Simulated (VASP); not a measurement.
# Ga4AsP3 (P-43m) in VASP: density of states with PBE

Aim: the density of states of Ga4AsP3 with PBE.

Program: VASP 6.6.1. These are calculated values, not measurements. Logs are shortened: lines on timing, memory, paths and dates and some standing lists are left out, and cuts for length are marked.

## (1) The cell of the first run

Symmetry: P-43m, No. 215, cubic system. Conventional cell: a = 5.564 Å, b = 5.564 Å, c = 5.564 Å, α = 90.00°, β = 90.00°, γ = 90.00°. Within 3.2 Å of Ga (site symmetry 3m) lie 3 P at 2.40 Å and 1 As at 2.45 Å. P (site symmetry -42m) has 4 Ga at 2.40 Å within 3.2 Å. Within 3.2 Å of As (site symmetry -43m) lie 4 Ga at 2.45 Å.

## (2) Density of states, PBE

Input file POSCAR:

```
Ga4AsP3
1.0
    5.5637786000      0.0000000000      0.0000000000
    0.0000000000      5.5637786000      0.0000000000
    0.0000000000      0.0000000000      5.5637786000
Ga P As
4 3 1
Direct
    0.7545030000      0.7545030000      0.2454970000
    0.7545030000      0.2454970000      0.7545030000
    0.2454970000      0.7545030000      0.7545030000
    0.2454970000      0.2454970000      0.2454970000
    0.5000000000      0.0000000000      0.0000000000
    0.0000000000      0.5000000000      0.0000000000
    0.0000000000      0.0000000000      0.5000000000
    0.5000000000      0.5000000000      0.5000000000
```

Input file INCAR.step1:

```
SYSTEM = Ga4AsP3
ALGO = Normal ; EDIFF = 1E-6
ENCUT = 520 ; GGA = PE
ISIF = 2 ; ISMEAR = 0
LASPH = .TRUE. ; LCHARG = .TRUE.
LREAL = .FALSE. ; LWAVE = .FALSE.
NBANDS = 46 ; NELM = 80
PREC = Accurate ; SIGMA = 0.02
```

Input file KPOINTS.step1:

```
k-points
0
G
  6 6 6
  0 0 0
```

Input file INCAR.step2:

```
SYSTEM = Ga4AsP3
ALGO = Normal ; EDIFF = 1E-6
ENCUT = 520 ; GGA = PE
ICHARG = 11 ; ISIF = 2
ISMEAR = -5 ; LASPH = .TRUE.
LCHARG = .FALSE. ; LORBIT = 11
LREAL = .FALSE. ; LWAVE = .FALSE.
NBANDS = 46 ; NEDOS = 2001
NELM = 80 ; PREC = Accurate
SIGMA = 0.02
```

Input file KPOINTS.step2:

```
k-points
0
G
  9 9 9
  0 0 0
```

Potentials or basis: VASP PAW PBE potentials, release 64 (Ga_d, P, As).

On the command line:

```bash
$ cat potpaw_PBE.64/Ga_d/POTCAR potpaw_PBE.64/P/POTCAR potpaw_PBE.64/As/POTCAR > POTCAR
$ cp INCAR.step1 INCAR
$ cp KPOINTS.step1 KPOINTS
$ mpirun -np 1 vasp_std > vasp.out
$ cp INCAR.step2 INCAR
$ cp KPOINTS.step2 KPOINTS
$ mpirun -np 1 vasp_std > vasp.out
```

OUTCAR:

```text
SYSTEM = Ga4AsP3
   EDIFF = 1E-6
   ENCUT = 520
   GGA = PE
   ICHARG = 11
   ISIF = 2
   ISMEAR = -5
   LASPH = .TRUE.
   LORBIT = 11
   LREAL = .FALSE.
   NELM = 80
   PREC = Accurate

 ion  position               nearest neighbor table
   1  0.755  0.755  0.245-   5 2.40   6 2.40   7 2.40   8 2.45
   2  0.755  0.245  0.755-   5 2.40   6 2.40   7 2.40   8 2.45
   3  0.245  0.755  0.755-   5 2.40   6 2.40   7 2.40   8 2.45
   4  0.245  0.245  0.245-   5 2.40   6 2.40   7 2.40   8 2.45
   5  0.500  0.000  0.000-   1 2.40   2 2.40   3 2.40   4 2.40
   6  0.000  0.500  0.000-   1 2.40   2 2.40   3 2.40   4 2.40
   7  0.000  0.000  0.500-   1 2.40   2 2.40   3 2.40   4 2.40
   8  0.500  0.500  0.500-   1 2.45   2 2.45   3 2.45   4 2.45

  LATTYP: Found a simple cubic cell.
 ALAT       =     5.5637786000

  Lattice vectors:

 A1 = (   5.5637786000,   0.0000000000,   0.0000000000)
 A2 = (   0.0000000000,   5.5637786000,   0.0000000000)
 A3 = (   0.0000000000,   0.0000000000,   5.5637786000)

Analysis of symmetry for initial positions (statically):
=====================================================================
 Subroutine PRICEL returns:
 Original cell was already a primitive cell.

 Routine SETGRP: Setting up the symmetry group for a
 simple cubic supercell.

 Subroutine GETGRP returns: Found 24 space group operations
 (whereof 24 operations were pure point group operations)
 out of a pool of 48 trial point group operations.

The static configuration has the point symmetry T_d .

Analysis of symmetry for dynamics (positions and initial velocities):
=====================================================================
 Subroutine PRICEL returns:
 Original cell was already a primitive cell.

 Routine SETGRP: Setting up the symmetry group for a
 simple cubic supercell.

 Subroutine GETGRP returns: Found 24 space group operations
 (whereof 24 operations were pure point group operations)
 out of a pool of 48 trial point group operations.

The dynamic configuration has the point symmetry T_d .

 Subroutine INISYM returns: Found 24 space group operations
 (whereof 24 operations are pure point group operations),
 and found     1 'primitive' translations

----------------------------------------------------------------------------------------

                                     Primitive cell

  volume of cell :     172.2303

  direct lattice vectors                    reciprocal lattice vectors
     5.563778600  0.000000000  0.000000000     0.179733967  0.000000000  0.000000000
     0.000000000  5.563778600  0.000000000     0.000000000  0.179733967  0.000000000
     0.000000000  0.000000000  5.563778600     0.000000000  0.000000000  0.179733967

  length of vectors
     5.563778600  5.563778600  5.563778600     0.179733967  0.179733967  0.179733967

  position of ions in fractional coordinates (direct lattice)
     0.754503000  0.754503000  0.245497000
     0.754503000  0.245497000  0.754503000
     0.245497000  0.754503000  0.754503000
     0.245497000  0.245497000  0.245497000
     0.500000000  0.000000000  0.000000000
     0.000000000  0.500000000  0.000000000
     0.000000000  0.000000000  0.500000000
     0.500000000  0.500000000  0.500000000

  ion indices of the primitive-cell ions
   primitive index   ion index
                 1           1
                 2           2
                 3           3
                 4           4
                 5           5
                 6           6
                 7           7
                 8           8

----------------------------------------------------------------------------------------

 KPOINTS: k-points

Automatic generation of k-mesh.
 Grid dimensions read from file:
 generate k-points for:    9    9    9

 Generating k-lattice:

  Cartesian coordinates                     Fractional coordinates (reciprocal lattice)
     0.019970441  0.000000000  0.000000000     0.111111111  0.000000000  0.000000000
     0.000000000  0.019970441  0.000000000     0.000000000  0.111111111  0.000000000
     0.000000000  0.000000000  0.019970441     0.000000000  0.000000000  0.111111111

  Length of vectors
     0.019970441  0.019970441  0.019970441

  Shift w.r.t. Gamma in fractional coordinates (k-lattice)
     0.000000000  0.000000000  0.000000000

 TETIRR: Found    353 inequivalent tetrahedra from     4374

 Subroutine IBZKPT returns following result:
 ===========================================

 Found     35 irreducible k-points:

 Following reciprocal coordinates:
            Coordinates               Weight
  0.000000  0.000000  0.000000      1.000000
  0.111111  0.000000  0.000000      6.000000
  0.222222  0.000000  0.000000      6.000000
  0.333333  0.000000  0.000000      6.000000
  0.444444  0.000000  0.000000      6.000000
  0.111111  0.111111  0.000000     12.000000
[... 16 lines left out ...]
  0.333333  0.333333  0.111111     24.000000
  0.444444  0.333333  0.111111     48.000000
 [... further k-points ...]
   k-points           NKPTS =     35   k-points in BZ     NKDIM =     35   number of bands    NBANDS=     46
   number of dos      NEDOS =   2001   number of ions     NIONS =      8
   total plane-waves  NPLWV =  74088
   dimension x,y,z NGX =    42 NGY =   42 NGZ =   42
   dimension x,y,z NGXF=    84 NGYF=   84 NGZF=   84
   ions per type =               4   3   1
   NGX,Y,Z   is equivalent  to a cutoff of  12.55, 12.55, 12.55 a.u.
   NGXF,Y,Z  is equivalent  to a cutoff of  25.10, 25.10, 25.10 a.u.
 SYSTEM =  Ga4AsP3
   PREC   = accura    normal or accurate (medium, high low for compatibility)
   ISTART =      0    job   : 0-new  1-cont  2-samecut
   ICHARG =     11    charge: 1-file 2-atom 10-const
   ISPIN  =      1    spin polarized calculation?
   LNONCOLLINEAR =      F non collinear calculations
   LSORBIT =      F    spin-orbit coupling
   LASPH  =      T    aspherical Exc in radial PAW
   ENCUT  =  520.0 eV  38.22 Ry    6.18 a.u.  10.34 10.34 10.34*2*pi/ulx,y,z
   NELM   =     80;   NELMIN=  2; NELMDL=  0     # of ELM steps
   EDIFF  = 0.1E-05   stopping-criterion for ELM
   LREAL  =      F    real-space projection
   EDIFFG = 0.1E-04   stopping-criterion for IOM
   NSW    =      0    number of steps for IOM
   IBRION =     -1    ionic relax: 0-MD 1-quasi-New 2-CG
   NFREE  =      0    steps in history (QN), initial steepest desc. (CG)
   ISIF   =      2    stress and relaxation
   ISYM   =      2    0-nonsym 1-usesym 2-fastsym
   POTIM  = 0.5000    time-step for ionic-motion
   TEBEG  =    0.0;   TEEND  =   0.0 temperature during run
   PSTRESS=    0.0 pullay stress
   NELECT =      72.0000    total number of electrons
   NUPDOWN=      -1.0000    fix difference up-down
   EMIN   =  10.00;   EMAX   =-10.00  energy-range for DOS
   EFERMI =   0.00;   METHOD = LEGACY
   ISMEAR =    -5;   SIGMA  =   0.02  broadening in eV -4-tet -1-fermi 0-gaus
   EFERMI_NEDOS =   21; number of points for ismear=-14 and -15
   IALGO  =     38    algorithm
   IMIX   =      4    mixing-type and parameters
     AMIX     =   0.40;   BMIX     =  1.00
     AMIX_MAG =   1.60;   BMIX_MAG =  1.00
  volume/ion in A,a.u.               =      21.53       145.28
  Fermi-wavevector in a.u.,A,eV,Ry     =   1.224097  2.313208 20.387152  1.498413
  Thomas-Fermi vector in A             =   2.359184
   LORBIT       =     11    0 simple, 1 ext, 2 COOP (PROOUT), +10 PAW based schemes
   GGA     = PE    functional components
   LHFCALC =     F    Hartree Fock is set to
   AEXX    =    0.0000 exact exchange contribution
   IVDW    =     0    specifies the selected vdW correction
   LEPSILON=     F    determine dielectric tensor
   LRPA    =     F    only Hartree local field effects (RPA)
 non-spin polarized calculation
 Fermi weights with tetrahedron method with Bloechl corrections
  energy-cutoff  :      520.00
  volume of cell :      172.23
 maximum number of plane-waves:      4697
 NGX is ok and might be reduce to    42

 number of electron      72.0000030 magnetization

 Free energy of the ion-electron system (eV)
  ---------------------------------------------------
  ext. energy  EPLUGINS =         0.00000000
  ---------------------------------------------------
  free energy    TOTEN  =       -35.59604073 eV

  energy without entropy =      -35.59604073  energy(sigma->0) =      -35.59604073

 E-fermi :   4.1519     XC(G=0):  -9.6193

 val. band max:        4.1428518399   @ k =   0.0000   0.0000   0.0000
 cond. band min:       5.2985896878   @ k =   0.0000   0.0000   0.0000
 fundamental gap:      1.1557378479
 Fermi energy:         4.1519061860

 k-point     1 :       0.0000    0.0000    0.0000
  band No.  band energies     occupation
      1     -10.5493      2.00000
      2     -10.5371      2.00000
      3     -10.5371      2.00000
      4     -10.4385      2.00000
      5     -10.4385      2.00000
      6     -10.4385      2.00000
[... 38 lines left out ...]
     45       7.9954      0.00000
     46       7.9954      0.00000

 k-point     2 :       0.1111    0.0000    0.0000
  band No.  band energies     occupation
      1     -10.5472      2.00000
      2     -10.5355      2.00000
      3     -10.5349      2.00000
      4     -10.4425      2.00000
      5     -10.4369      2.00000
      6     -10.4369      2.00000
[... 38 lines left out ...]
     45       8.2006      0.00000
     46       8.2006      0.00000

 k-point     3 :       0.2222    0.0000    0.0000
  band No.  band energies     occupation
      1     -10.5414      2.00000
      2     -10.5315      2.00000
      3     -10.5286      2.00000
      4     -10.4537      2.00000
      5     -10.4325      2.00000
      6     -10.4325      2.00000
[... 1018 lines left out ...]
     45       9.4854      0.00000
     46       9.5812      0.00000

 k-point    24 :       0.4444    0.3333    0.1111
  band No.  band energies     occupation
      1     -10.5182      2.00000
      2     -10.5118      2.00000
      3     -10.5030      2.00000
      4     -10.4926      2.00000
      5     -10.4204      2.00000
      6     -10.4184      2.00000
[... 38 lines left out ...]
     45       9.5234      0.00000
     46       9.6377      0.00000

 [... further k-points ...]
[... 5 lines left out ...]
  --------------------------------------------------------------------------------------
  -------------------------------------------------------------------------------------
  Total       -0.1823181     -0.1823181     -0.1823181      0.0000000      0.0000000      0.0000000
  in kB       -1.6960192     -1.6960192     -1.6960192      0.0000000      0.0000000      0.0000000
  external PRESSURE =      -1.6960192 kB  Pullay stress =       0.0000000 kB

 VOLUME and BASIS-vectors are now :
 -----------------------------------------------------------------------------
  energy-cutoff  :      520.00
  volume of cell :      172.23
      direct lattice vectors                 reciprocal lattice vectors
     5.563778600  0.000000000  0.000000000     0.179733967  0.000000000  0.000000000
     0.000000000  5.563778600  0.000000000     0.000000000  0.179733967  0.000000000
     0.000000000  0.000000000  5.563778600     0.000000000  0.000000000  0.179733967

 POSITION                                       TOTAL-FORCE (eV/Angst)
 -----------------------------------------------------------------------------------
      4.19789      4.19789      1.36589         0.002226      0.002226     -0.002226
      4.19789      1.36589      4.19789         0.002226     -0.002226      0.002226
      1.36589      4.19789      4.19789        -0.002226      0.002226      0.002226
      1.36589      1.36589      1.36589        -0.002226     -0.002226     -0.002226
      2.78189      0.00000      0.00000        -0.000000      0.000000      0.000000
      0.00000      2.78189      0.00000        -0.000000      0.000000      0.000000
      0.00000      0.00000      2.78189        -0.000000      0.000000      0.000000
      2.78189      2.78189      2.78189        -0.000000      0.000000      0.000000
 -----------------------------------------------------------------------------------
    total drift:                               -0.000000     -0.000000      0.000000

  FREE ENERGIE OF THE ION-ELECTRON SYSTEM (eV)
  ---------------------------------------------------
  free  energy   TOTEN  =       -35.5960407322 eV

  energy  without entropy=      -35.5960407322  energy(sigma->0) =      -35.59604073

 total charge

# of ion       s       p       d       tot
------------------------------------------
    1        0.865   0.801  10.001  11.667
    2        0.865   0.801  10.001  11.667
    3        0.865   0.801  10.001  11.667
    4        0.865   0.801  10.001  11.667
    5        1.025   1.494   0.000   2.519
    6        1.025   1.494   0.000   2.519
    7        1.025   1.494   0.000   2.519
    8        1.207   1.603   0.030   2.840
--------------------------------------------------
tot          7.744   9.286  40.032  57.063
```

Wall time 8.9 min (1 thread of Oxide Virtual Turin-like, shared host); peak memory 0.35 GiB.

Results:

* Valence electrons inside the program's atomic spheres: Ga 11.67; P 2.52; As 2.84

Levels at points of the mesh, in eV from the valence-band top:
```tsv
k point	band 33	band 34	band 35	band 36	band 37	band 38	band 39	band 40
(0.00, 0.00, 0.00)	-2.53	0.00	0.00	0.00	1.16	1.44	1.78	1.78
```
